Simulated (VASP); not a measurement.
Wanted: the native input for a VASP 6.6.1 run.

- Task: single point
- Functional: PBE
- Potentials or basis: VASP PAW PBE potentials, release 64 (W_sv, C)
- Cutoff: 520 eV
- k mesh: 24 × 24 × 22
- Occupations: gaussian, width 0.15 eV
- Spin: no spin polarisation
- Dipole correction: no
- Further INCAR settings: ALGO = Normal; EDIFF = 1e-06; NBANDS = 16

The structure of WC lies in POSCAR:

```
WC
1.0
    2.9217716510      0.0000000000      0.0000000000
   -1.4608858255      2.4797219043      0.0000000000
    0.0000000000      0.0000000000      2.8470758829
W C
1 1
Direct
    0.0000000000      0.0000000000      0.0000000000
    0.6666666667      0.3333333333      0.5000000000
```

This cell differs from its parent crystal: strain -0.0200 x Voigt [0, 1, 0, 0, 0, 0].

The input as run:

INCAR

```
ALGO = Normal ; EDIFF = 1E-6
ENCUT = 520 ; GGA = PE
ISIF = 2 ; ISMEAR = 0
LASPH = True ; LCHARG = False
LREAL = False ; LWAVE = False
NBANDS = 16 ; NELM = 80
PREC = Accurate ; SIGMA = 0.15
```

KPOINTS

```
k-points
0
Gamma
  24 24 22
```

Potentials or basis: VASP PAW PBE potentials, release 64 (W_sv, C).

Command:

```console
$ cat potpaw_PBE.64/W_sv/POTCAR potpaw_PBE.64/C/POTCAR > POTCAR
$ mpirun -np 1 vasp_std > vasp.out
```

It gave:

```
Pressure               : 9.0 GPa
Largest force          : 0.119 eV/Å
Band gap on the k mesh : zero (bands 9 and 10 overlap by 1.19 eV)
```

Caveat: the cell differs from its parent crystal (strain -0.0200 x Voigt [0, 1, 0, 0, 0, 0]); the stress differs along the axes, from 5 to 16 GPa; spin-orbit coupling is left out, which moves the levels of the heavy elements.

It took 5.1 min on 1 thread of Intel(R) Xeon(R) Platinum 8259CL CPU @ 2.50GHz (Skylake/Cascade Lake), on a shared host, peak memory 0.68 GiB.
